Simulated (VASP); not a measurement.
A run of VASP 6.6.1:

File POSCAR:

```
SiC
1.0
    0.0000000000      2.0123182352      2.0123182352
    2.0123182352      0.0000000000      2.0123182352
    2.0123182352      2.0123182352      0.0000000000
Si C
1 1
Direct
    0.0000000000      0.0000000000      0.0000000000
    0.5000000000      0.5000000000      0.5000000000
```

Contents of INCAR.step1:

```
ALGO     = Normal         # electronic algorithm
EDIFF    = 1E-4           # SCF threshold, eV
ENCUT    = 520            # plane-wave cutoff, eV
GGA      = PE             # functional
ISMEAR   = -1             # smearing method
LASPH    = True           # aspherical terms in the spheres
LCHARG   = False          # write CHGCAR
LREAL    = False          # projectors in reciprocal space
LWAVE    = True           # write WAVECAR
NBANDS   = 11             # bands
NELM     = 60             # most SCF steps
PREC     = Accurate       # precision mode
SIGMA    = 0.03           # smearing width, eV
```

File INCAR.step2:

```
ALGO     = Normal         # electronic algorithm
BPARAM   = 11.95        
CPARAM   = 0.0093       
EDIFF    = 1E-7           # SCF threshold, eV
ENCUT    = 520            # plane-wave cutoff, eV
ISIF     = 2              # what is computed and relaxed
ISMEAR   = -1             # smearing method
ISTART   = 1            
IVDW_NL  = 2            
LASPH    = True           # aspherical terms in the spheres
LCHARG   = True           # write CHGCAR
LELF     = True           # ELF
LMIXTAU  = True         
LREAL    = False          # projectors in reciprocal space
LUSE_VDW = True         
LVHAR    = True         
LWAVE    = False          # write WAVECAR
METAGGA  = R2SCAN         # meta-GGA
NBANDS   = 11             # bands
NELM     = 60             # most SCF steps
PREC     = Accurate       # precision mode
SIGMA    = 0.03           # smearing width, eV
```

File KPOINTS:

```
k-points
0
Gamma
  10 10 10
```

Potentials or basis: VASP PAW PBE potentials, release 64 (Si, C).

Launch:

```console
$ cat potpaw_PBE.64/Si/POTCAR potpaw_PBE.64/C/POTCAR > POTCAR
$ cp INCAR.step1 INCAR
$ mpirun -np 1 vasp_std > vasp.out
$ cp INCAR.step2 INCAR
$ mpirun -np 1 vasp_std > vasp.out
```

Hardware: 1 thread of Intel(R) Xeon(R) 6975P-C (Granite Rapids) (shared host).

Task: How long does it take, and how much memory?

Result: Run time: 29 s on 1 thread of Intel(R) Xeon(R) 6975P-C (Granite Rapids) (shared host), peak memory 0.2 GiB. Counts: k points 47.
